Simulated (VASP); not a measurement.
## P: single point with r2SCAN

Crystal: P.

```xyz
4
Lattice="1.6538 -5.4984 0.0000 1.6538 5.4984 0.0000 0.0000 0.0000 4.5469" Properties=species:S:1:pos:R:3 pbc="T T T"
P     1.6538    4.4481    4.1459
P     1.6538   -1.0503    2.6744
P     1.6538   -4.4481    0.4010
P     1.6538    1.0503    1.8725
```

| Quantity | Value |
| --- | --- |
| Program | VASP 6.6.1 |
| Task | single point |
| Functional | r2SCAN |
| Potentials or basis | VASP PAW PBE potentials, release 64 (P) |
| Cutoff | 520 eV |
| k mesh | 10 × 10 × 7 |
| Occupations | methfessel-paxton, width 0.3 eV |
| Spin | no spin polarisation |

```yaml
Pressure: -0.7 GPa
Largest_force: 0.098 eV/Å
Band_gap_on_the_k_mesh: 0.29 eV
```

Forces on the atoms (eV/Å):
```
P    0.000  0.033 -0.092
P    0.000  0.033  0.092
P    0.000 -0.033  0.092
P    0.000 -0.033 -0.092
```

Stress tensor (GPa, compression positive):
```
-1.09  0.00  0.00
 0.00 -0.24  0.00
 0.00  0.00 -0.76
```

Levels at points of the mesh, in eV from the valence-band top:
| k point | band 7 | band 8 | band 9 | band 10 | band 11 | band 12 | band 13 | band 14 |
| --- | --- | --- | --- | --- | --- | --- | --- | --- |
| (0.00, 0.00, 0.00) | -4.28 | -2.85 | -2.71 | -1.23 | 0.77 | 1.29 | 2.17 | 3.00 |
| (0.50, 0.00, 0.00) | -3.53 | -3.53 | -2.69 | -2.69 | 0.91 | 0.91 | 1.70 | 1.70 |
| (0.50, 0.50, 0.00) | -4.38 | -2.55 | -1.66 | 0.00 | 0.29 | 1.05 | 2.39 | 2.88 |

It took 11 min on 1 thread of Intel(R) Xeon(R) Platinum 8259CL CPU @ 2.50GHz (Skylake/Cascade Lake), with other jobs on the host, peak memory 0.37 GiB.

Caveat: the PAW data sets were made with another functional, which shifts forces and pressure a little. A k mesh can miss the band edges.
